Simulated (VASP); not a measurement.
A run of VASP 6.6.1 is set up as follows.

File INCAR:

```
SYSTEM = NaSi16C16
PREC     = Accurate       ! precision mode
ENCUT    = 520            ! plane-wave cutoff, eV
EDIFF    = 1E-6           ! SCF threshold, eV
ISMEAR   = -1             ! smearing method
SIGMA    = 0.01           ! smearing width, eV
LREAL    = Auto         
LASPH    = .True.         ! aspherical terms in the spheres
NELM     = 60             ! most SCF steps
ALGO     = Normal         ! electronic algorithm
ISIF     = 2              ! what is computed and relaxed
LWAVE    = .False.        ! write WAVECAR
LCHARG   = .False.        ! write CHGCAR
GGA      = PE             ! functional
IBRION   = 2              ! ionic algorithm
NSW      = 90             ! ionic steps
EDIFFG   = -0.02          ! ionic threshold
NELECT   = 134.0
```

Contents of KPOINTS:

```
regular mesh
0
Gamma
  1 1 1
  0 0 0
```

Contents of POSCAR:

```
NaSi16C16
1.0
    6.1879230300      0.0000000600      0.0000000000
   -3.0939615600      5.3588985100      0.0000000000
    0.0000000000      0.0000000000     10.1287833600
Si C Na
16 16 1
Direct
    0.3333333300      0.1666666700      0.9378448600
    0.1666666700      0.3333333300      0.4378448600
    0.0000000000      0.0000000000      0.6879001300
    0.0000000000      0.0000000000      0.1879001300
    0.3333333300      0.6666666700      0.9378448600
    0.1666666700      0.8333333300      0.4378448600
    0.0000000000      0.5000000000      0.6879001300
    0.0000000000      0.5000000000      0.1879001300
    0.8333333300      0.1666666700      0.9378448600
    0.6666666700      0.3333333300      0.4378448600
    0.5000000000      0.0000000000      0.6879001300
    0.5000000000      0.0000000000      0.1879001300
    0.8333333300      0.6666666700      0.9378448600
    0.6666666700      0.8333333300      0.4378448600
    0.5000000000      0.5000000000      0.6879001300
    0.5000000000      0.5000000000      0.1879001300
    0.3333333300      0.1666666700      0.7498071200
    0.1666666700      0.3333333300      0.2498071200
    0.0000000000      0.0000000000      0.5004468900
    0.0000000000      0.0000000000      0.0004468900
    0.3333333300      0.6666666700      0.7498071200
    0.1666666700      0.8333333300      0.2498071200
    0.0000000000      0.5000000000      0.5004468900
    0.0000000000      0.5000000000      0.0004468900
    0.8333333300      0.1666666700      0.7498071200
    0.6666666700      0.3333333300      0.2498071200
    0.5000000000      0.0000000000      0.5004468900
    0.5000000000      0.0000000000      0.0004468900
    0.8333333300      0.6666666700      0.7498071200
    0.6666666700      0.8333333300      0.2498071200
    0.5000000000      0.5000000000      0.5004468900
    0.5000000000      0.5000000000      0.0004468900
    0.1666670000      0.3333330000      0.8438220000
```

Potentials or basis: VASP PAW PBE potentials, release 64 (Si, C, Na_pv).

Launch:

```sh
$ cat potpaw_PBE.64/Si/POTCAR potpaw_PBE.64/C/POTCAR potpaw_PBE.64/Na_pv/POTCAR > POTCAR
$ mpirun -np 1 vasp_gam > vasp.out
```

Task: Estimate the energy gained by relaxing.

Result: 51.8 meV/atom.

The path:
| step | energy change (eV) | largest force (eV/Å) | pressure (GPa) |
| --- | --- | --- | --- |
| 1 | 0.0000 | 6.0833 | 6.82 |
| 2 | 1.8314 | 11.4387 | 8.00 |
| 3 | -1.4214 | 1.3659 | 5.97 |
| 4 | -1.6045 | 0.9155 | 5.80 |
| 5 | -1.6080 | 0.9879 | 5.79 |
| 6 | -1.6878 | 0.2290 | 5.69 |
| 7 | -1.6956 | 0.2214 | 5.66 |
| 8 | -1.7039 | 0.1677 | 5.64 |
| 9 | -1.7047 | 0.1562 | 5.64 |
| 10 | -1.7075 | 0.0482 | 5.64 |
| 11 | -1.7075 | 0.0494 | 5.64 |
| 12 | -1.7079 | 0.0273 | 5.63 |
| 13 | -1.7079 | 0.0278 | 5.63 |
| 14 | -1.7080 | 0.0143 | 5.63 |

Caveat: the k points lie up to 1.17 Å⁻¹ apart; the cell carries a net charge on a neutralising background, which shifts energy and pressure; the cell is charged against a uniform background, so pressure and absolute levels hang on convention.
